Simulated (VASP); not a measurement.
Pt: single point with LDA

The system is Pt.

```xyz
2
Lattice="2.7082 0.0000 0.0000 -1.3541 2.3454 0.0000 0.0000 0.0000 4.6774" Properties=species:S:1:pos:R:3 pbc="T T T"
Pt    1.2111    0.6865    3.5080
Pt    0.1430    1.6589    1.1693
```

This cell differs from its parent crystal: atoms displaced along several vibrational modes.

| Property | Result |
| --- | --- |
| Program | VASP 6.6.1 |
| Task | single point |
| Functional | LDA |
| Potentials or basis | VASP PAW LDA potentials, release 64 (Pt) |
| Cutoff | 520 eV |
| k mesh | 18 × 18 × 10 |
| Occupations | gaussian, width 0.15 eV |
| Spin | no spin polarisation |
| Dipole correction | no |
| Further INCAR settings | ALGO = Fast; EDIFF = 1e-06; NBANDS = 17 |

* Pressure: 1.4 GPa
* Largest force: 0.195 eV/Å
* Band gap on the k mesh: zero (bands 10 and 11 overlap by 1.60 eV)

Forces in eV/Å, atoms in the order of the input:
```
Pt  -0.189 -0.047  0.000
Pt   0.189  0.047  0.000
```

Stress tensor (GPa, compression positive):
```
1.10 0.36 0.00
0.36 1.13 0.00
0.00 0.00 1.85
```

Levels at points of the mesh, in eV from the Fermi level:
| k point | band 8 | band 9 | band 10 | band 11 | band 12 | band 13 |
| --- | --- | --- | --- | --- | --- | --- |
| (0.00, 0.00, 0.00) | -2.72 | -1.12 | -1.05 | -0.96 | 0.36 | 5.26 |
| (0.50, 0.00, 0.00) | 0.15 | 0.34 | 0.50 | 1.51 | 4.63 | 6.53 |
| (0.00, 0.50, 0.00) | -0.48 | 0.27 | 0.57 | 2.81 | 3.51 | 8.17 |
| (0.50, 0.50, 0.00) | -0.54 | 0.29 | 0.56 | 2.72 | 3.60 | 8.02 |
| (0.00, 0.00, 0.50) | -3.67 | -1.20 | -1.20 | -0.81 | -0.81 | 12.39 |
| (0.50, 0.00, 0.50) | -2.10 | 0.44 | 0.44 | 2.70 | 2.70 | 6.04 |
| (0.00, 0.50, 0.50) | -0.23 | 0.43 | 0.43 | 1.12 | 1.12 | 7.28 |
| (0.50, 0.50, 0.50) | -0.33 | 0.43 | 0.43 | 1.24 | 1.24 | 7.22 |

It took 3.1 min on 1 thread of Intel(R) Xeon(R) 6975P-C (Granite Rapids) (shared host), peak memory 0.48 GiB.

Caveat: the cell differs from its parent crystal (atoms displaced along several vibrational modes); spin-orbit coupling is left out, which moves the levels of the heavy elements.
